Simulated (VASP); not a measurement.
# BP (e600) (F-43m) in VASP: further runs, part 2 of 2

VASP 6.6.1.

## (4) Single point, PBE

This run uses another cell than the first one, of 11.76 Å³/atom, 1.064 times its volume.

INCAR

```
SYSTEM = BP
PREC = Accurate
ENCUT = 500
EDIFF = 1E-6
ISMEAR = 0
SIGMA = 0.02
LREAL = .False.
LASPH = .True.
NELM = 120
ALGO = Normal
ISIF = 2
LWAVE = .False.
LCHARG = .False.
GGA = PE
NBANDS = 11
GGA_COMPAT = .False.
```

KPOINTS

```
Automatic mesh
0
Gamma
  10 10 10
  0 0 0
```

POSCAR

```
BP
1.0
    0.0000000000      2.2741353607      2.2741353607
    2.2741353607      0.0000000000      2.2741353607
    2.2741353607      2.2741353607      0.0000000000
B P
1 1
Direct
    0.0000000000      0.0000000000      0.0000000000
    0.2500000000      0.2500000000      0.2500000000
```

Potentials or basis: VASP PAW PBE potentials, release 64 (B, P).

On the command line:

```sh
$ cat potpaw_PBE.64/B/POTCAR potpaw_PBE.64/P/POTCAR > POTCAR
$ mpirun -np 1 vasp_std > vasp.out
```

OUTCAR:

```text
SYSTEM = BP
   PREC = Accurate
   ENCUT = 500
   EDIFF = 1E-6
   ISMEAR = 0
   LREAL = .False.
   LASPH = .True.
   NELM = 120
   ISIF = 2
   GGA = PE

 ion  position               nearest neighbor table
   1  0.000  0.000  0.000-   2 1.97   2 1.97   2 1.97   2 1.97
   2  0.250  0.250  0.250-   1 1.97   1 1.97   1 1.97   1 1.97

  LATTYP: Found a face centered cubic cell.
 ALAT       =     4.5482707214

  Lattice vectors:

 A1 = (   0.0000000000,   2.2741353607,   2.2741353607)
 A2 = (   2.2741353607,   0.0000000000,   2.2741353607)
 A3 = (   2.2741353607,   2.2741353607,   0.0000000000)

Analysis of symmetry for initial positions (statically):
=====================================================================
 Subroutine PRICEL returns:
 Original cell was already a primitive cell.

 Routine SETGRP: Setting up the symmetry group for a
 face centered cubic supercell.

 Subroutine GETGRP returns: Found 24 space group operations
 (whereof 24 operations were pure point group operations)
 out of a pool of 48 trial point group operations.

The static configuration has the point symmetry T_d .

Analysis of symmetry for dynamics (positions and initial velocities):
=====================================================================
 Subroutine PRICEL returns:
 Original cell was already a primitive cell.

 Routine SETGRP: Setting up the symmetry group for a
 face centered cubic supercell.

 Subroutine GETGRP returns: Found 24 space group operations
 (whereof 24 operations were pure point group operations)
 out of a pool of 48 trial point group operations.

The dynamic configuration has the point symmetry T_d .

 Subroutine INISYM returns: Found 24 space group operations
 (whereof 24 operations are pure point group operations),
 and found     1 'primitive' translations

----------------------------------------------------------------------------------------

                                     Primitive cell

  volume of cell :      23.5223

  direct lattice vectors                    reciprocal lattice vectors
     0.000000000  2.274135361  2.274135361    -0.219863781  0.219863781  0.219863781
     2.274135361  0.000000000  2.274135361     0.219863781 -0.219863781  0.219863781
     2.274135361  2.274135361  0.000000000     0.219863781  0.219863781 -0.219863781

  length of vectors
     3.216113070  3.216113070  3.216113070     0.380815240  0.380815240  0.380815240

  position of ions in fractional coordinates (direct lattice)
     0.000000000  0.000000000  0.000000000
     0.250000000  0.250000000  0.250000000

  ion indices of the primitive-cell ions
   primitive index   ion index
                 1           1
                 2           2

----------------------------------------------------------------------------------------

 KPOINTS: Automatic mesh

Automatic generation of k-mesh.
 Grid dimensions read from file:
 generate k-points for:   10   10   10

 Generating k-lattice:

  Cartesian coordinates                     Fractional coordinates (reciprocal lattice)
    -0.021986378  0.021986378  0.021986378     0.100000000  0.000000000  0.000000000
     0.021986378 -0.021986378  0.021986378     0.000000000  0.100000000  0.000000000
     0.021986378  0.021986378 -0.021986378     0.000000000  0.000000000  0.100000000

  Length of vectors
     0.038081524  0.038081524  0.038081524

  Shift w.r.t. Gamma in fractional coordinates (k-lattice)
     0.000000000  0.000000000  0.000000000

 Subroutine IBZKPT returns following result:
 ===========================================

 Found     47 irreducible k-points:

 Following reciprocal coordinates:
            Coordinates               Weight
  0.000000  0.000000  0.000000      1.000000
  0.100000  0.000000  0.000000      8.000000
  0.200000  0.000000  0.000000      8.000000
  0.300000  0.000000  0.000000      8.000000
  0.400000  0.000000  0.000000      8.000000
  0.500000  0.000000  0.000000      4.000000
[... 16 lines left out ...]
  0.300000  0.300000  0.000000      6.000000
  0.400000  0.300000  0.000000     24.000000
 [... further k-points ...]
   k-points           NKPTS =     47   k-points in BZ     NKDIM =     47   number of bands    NBANDS=     11
   number of dos      NEDOS =    301   number of ions     NIONS =      2
   total plane-waves  NPLWV =  13824
   dimension x,y,z NGX =    24 NGY =   24 NGZ =   24
   dimension x,y,z NGXF=    48 NGYF=   48 NGZF=   48
   ions per type =               1   1
   NGX,Y,Z   is equivalent  to a cutoff of  12.41, 12.41, 12.41 a.u.
   NGXF,Y,Z  is equivalent  to a cutoff of  24.81, 24.81, 24.81 a.u.
 SYSTEM =  BP
   PREC   = accura    normal or accurate (medium, high low for compatibility)
   ISTART =      0    job   : 0-new  1-cont  2-samecut
   ICHARG =      2    charge: 1-file 2-atom 10-const
   ISPIN  =      1    spin polarized calculation?
   LNONCOLLINEAR =      F non collinear calculations
   LSORBIT =      F    spin-orbit coupling
   LASPH  =      T    aspherical Exc in radial PAW
   ENCUT  =  500.0 eV  36.75 Ry    6.06 a.u.   5.86  5.86  5.86*2*pi/ulx,y,z
   NELM   =    120;   NELMIN=  2; NELMDL= -5     # of ELM steps
   EDIFF  = 0.1E-05   stopping-criterion for ELM
   LREAL  =      F    real-space projection
   EDIFFG = 0.1E-04   stopping-criterion for IOM
   NSW    =      0    number of steps for IOM
   IBRION =     -1    ionic relax: 0-MD 1-quasi-New 2-CG
   NFREE  =      0    steps in history (QN), initial steepest desc. (CG)
   ISIF   =      2    stress and relaxation
   ISYM   =      2    0-nonsym 1-usesym 2-fastsym
   POTIM  = 0.5000    time-step for ionic-motion
   TEBEG  =    0.0;   TEEND  =   0.0 temperature during run
   PSTRESS=    0.0 pullay stress
   NELECT =       8.0000    total number of electrons
   NUPDOWN=      -1.0000    fix difference up-down
   EMIN   =  10.00;   EMAX   =-10.00  energy-range for DOS
   EFERMI =   0.00;   METHOD = LEGACY
   ISMEAR =     0;   SIGMA  =   0.02  broadening in eV -4-tet -1-fermi 0-gaus
   EFERMI_NEDOS =   21; number of points for ismear=-14 and -15
   IALGO  =     38    algorithm
   IMIX   =      4    mixing-type and parameters
     AMIX     =   0.40;   BMIX     =  1.00
     AMIX_MAG =   1.60;   BMIX_MAG =  1.00
  volume/ion in A,a.u.               =      11.76        79.37
  Fermi-wavevector in a.u.,A,eV,Ry     =   1.142734  2.159454 17.767048  1.305841
  Thomas-Fermi vector in A             =   2.279431
   LORBIT       =      0    0 simple, 1 ext, 2 COOP (PROOUT), +10 PAW based schemes
   GGA     = PE    functional components
   LHFCALC =     F    Hartree Fock is set to
   AEXX    =    0.0000 exact exchange contribution
   IVDW    =     0    specifies the selected vdW correction
   LEPSILON=     F    determine dielectric tensor
   LRPA    =     F    only Hartree local field effects (RPA)
 non-spin polarized calculation
 Gauss-broadening in eV      SIGMA  =   0.02
  energy-cutoff  :      500.00
  volume of cell :       23.52
 maximum number of plane-waves:       610
   NGX = 11   NGY = 11   NGZ = 11

 number of electron       8.0000000 magnetization

 Free energy of the ion-electron system (eV)
  ---------------------------------------------------
  ext. energy  EPLUGINS =         0.00000000
  ---------------------------------------------------
  free energy    TOTEN  =       -12.93057548 eV

  energy without entropy =      -12.93057548  energy(sigma->0) =      -12.93057548

 E-fermi :   7.4763     XC(G=0): -10.8781

 val. band max:        7.3528850077   @ k =   0.0000   0.0000   0.0000
 cond. band min:       8.6013635628   @ k =   0.4000   0.4000   0.0000
 fundamental gap:      1.2484785551
 Fermi energy:         7.4763494936

 k-point     1 :       0.0000    0.0000    0.0000
  band No.  band energies     occupation
      1      -8.0471      2.00000
      2       7.3529      2.00000
      3       7.3529      2.00000
      4       7.3529      2.00000
      5      10.7437      0.00000
      6      10.7437      0.00000
      7      10.7437      0.00000
      8      14.6241      0.00000
      9      18.8201      0.00000
     10      19.4623      0.00000
     11      19.4623      0.00000
[... 309 lines left out ...]
 k-point    24 :       0.4000    0.3000    0.0000
  band No.  band energies     occupation
      1      -5.1254      2.00000
      2       1.2075      2.00000
      3       3.3298      2.00000
      4       3.8589      2.00000
      5       9.1697      0.00000
      6      10.9779      0.00000
      7      16.7826      0.00000
      8      16.7978      0.00000
      9      21.2746      0.00000
     10      22.5765      0.00000
     11      24.3147      0.00000

 [... further k-points ...]

------------------------ aborting loop because EDIFF is reached ----------------------------------------

  FORCE on cell =-STRESS in cart. coord.  units (eV):
  Direction    XX          YY          ZZ          XY          YZ          ZX
  --------------------------------------------------------------------------------------
  -------------------------------------------------------------------------------------
  Total       -0.0307375     -0.0307375     -0.0307375      0.0000000      0.0000000     -0.0000000
  in kB       -2.0936323     -2.0936323     -2.0936323      0.0000000      0.0000000     -0.0000000
  external PRESSURE =      -2.0936323 kB  Pullay stress =       0.0000000 kB

 VOLUME and BASIS-vectors are now :
 -----------------------------------------------------------------------------
  energy-cutoff  :      500.00
  volume of cell :       23.52
      direct lattice vectors                 reciprocal lattice vectors
     0.000000000  2.274135361  2.274135361    -0.219863781  0.219863781  0.219863781
     2.274135361  0.000000000  2.274135361     0.219863781 -0.219863781  0.219863781
     2.274135361  2.274135361  0.000000000     0.219863781  0.219863781 -0.219863781

 POSITION                                       TOTAL-FORCE (eV/Angst)
 -----------------------------------------------------------------------------------
      0.00000      0.00000      0.00000        -0.000000      0.000000     -0.000000
      1.13707      1.13707      1.13707         0.000000     -0.000000      0.000000
 -----------------------------------------------------------------------------------
    total drift:                                0.000000      0.000000      0.000000

  FREE ENERGIE OF THE ION-ELECTRON SYSTEM (eV)
  ---------------------------------------------------
  free  energy   TOTEN  =       -12.9305754827 eV

  energy  without entropy=      -12.9305754827  energy(sigma->0) =      -12.93057548
```

stdout:

```text
POSCAR found type information on POSCAR B P
 POSCAR found :  2 types and       2 ions
 scaLAPACK will be used
 LDA part: xc-table for (Slater+PW92), standard interpolation
 POSCAR, INCAR and KPOINTS ok, starting setup
 FFT: planning ... GRIDC
 FFT: planning ... GRID_SOFT
 FFT: planning ... GRID
 WAVECAR not read
 entering main loop
```

Wall time 5.5 s (1 thread of Intel Xeon 6975P-C (Granite Rapids), shared host); peak memory 0.13 GiB.

What came out:

```yaml
Free_energy: -12.9306 eV
Pressure: -0.2 GPa
Band_gap_on_the_k_mesh: 1.25 eV, indirect (least direct gap 3.39 eV)
```

Levels at points of the mesh, in eV from the valence-band top:
```csv
k point,band 1,band 2,band 3,band 4,band 5,band 6,band 7,band 8
"(0.00, 0.00, 0.00)",-15.40,0.00,0.00,0.00,3.39,3.39,3.39,7.27
"(0.50, 0.00, 0.00)",-12.10,-8.98,-1.75,-1.75,3.74,4.71,4.71,10.10
"(0.50, 0.50, 0.00)",-10.58,-8.55,-4.09,-4.09,1.35,1.67,12.06,12.06
```

A k mesh can miss the band edges. A hybrid or GW would open this gap; PBE tends to underestimate it.

## (5) The runs side by side

```csv
cell,gap on the mesh (eV),pressure (GPa)
"a = 3.150 Å, angles 60.0°, 2 atoms",1.16,11.0
"a = 3.117 Å, angles 60.0°, 2 atoms",1.12,18.0
"a = 3.216 Å, angles 60.0°, 2 atoms",1.25,-0.2
```

Alike in all rows: task single point; level PBE; potentials or basis VASP PAW PBE potentials, release 64 (B, P); no spin polarisation; k mesh 10 × 10 × 10; cutoff (eV) 500; smearing gaussian 0.02 eV.

Total energies depend on the potentials used, so only differences within one code and one set of settings carry meaning.
